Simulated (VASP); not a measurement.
Crystal: KI.

```xyz
2
Lattice="4.9130 0.0000 0.0000 0.0000 4.9130 0.0000 0.0000 0.0000 5.5531" Properties=species:S:1:pos:R:3 pbc="T T T"
K     0.0000    0.0000    2.7766
I     2.4565    2.4565    2.7766
```

The cell was generated, and may not be a known phase.

| Item | Value |
| --- | --- |
| Program | VASP 6.6.1 |
| Task | relaxation of cell and atoms |
| Functional | PBE |
| Potentials or basis | VASP PAW PBE potentials, release 64 (K_sv, I) |
| Cutoff | 600 eV |
| k mesh | 6 × 6 × 4 |
| Occupations | gaussian, width 0.02 eV |
| Spin | no spin polarisation |

At the start: pressure -0.0 GPa; volume 67.02 Å³/atom.

**Question.** Where does the relaxation end?

**Answer.** Over 10 steps the energy falls by 7.8 meV/atom and the volume is 83.10 Å³/atom (+24.0 %); space group P4/mmm (No. 123, to 0.1 Å) before and after.

The path:
| step | energy change (eV) | largest force (eV/Å) | pressure (GPa) | volume (Å³) |
| --- | --- | --- | --- | --- |
| 1 | 0.0000 | 0.0000 | -0.03 | 134.04 |
| 2 | -0.0011 | 0.0000 | 0.02 | 133.76 |
| 3 | -0.0018 | 0.0000 | 0.16 | 133.11 |
| 4 | -0.0019 | 0.0000 | 0.13 | 133.28 |
| 5 | -0.0030 | 0.0000 | 0.12 | 134.40 |
| 6 | -0.0058 | 0.0000 | 0.09 | 137.79 |
| 7 | -0.0099 | 0.0000 | 0.04 | 144.61 |
| 8 | -0.0138 | 0.0000 | -0.06 | 158.44 |
| 9 | -0.0143 | 0.0000 | -0.08 | 164.52 |
| 10 | -0.0156 | 0.0000 | 0.00 | 166.19 |

Final structure:
```
CELL_PARAMETERS angstrom
4.90257 0.00000 0.00000
0.00000 4.90257 0.00000
0.00000 0.00000 6.91462
ATOMIC_POSITIONS crystal
K 0.00000 0.00000 0.50000
I 0.50000 0.50000 0.50000
```

Caveat: the volume moved by over 15 % at a fixed basis, so the end points are rough; the relaxation moved the vacuum too, so the length across it says nothing of the material.
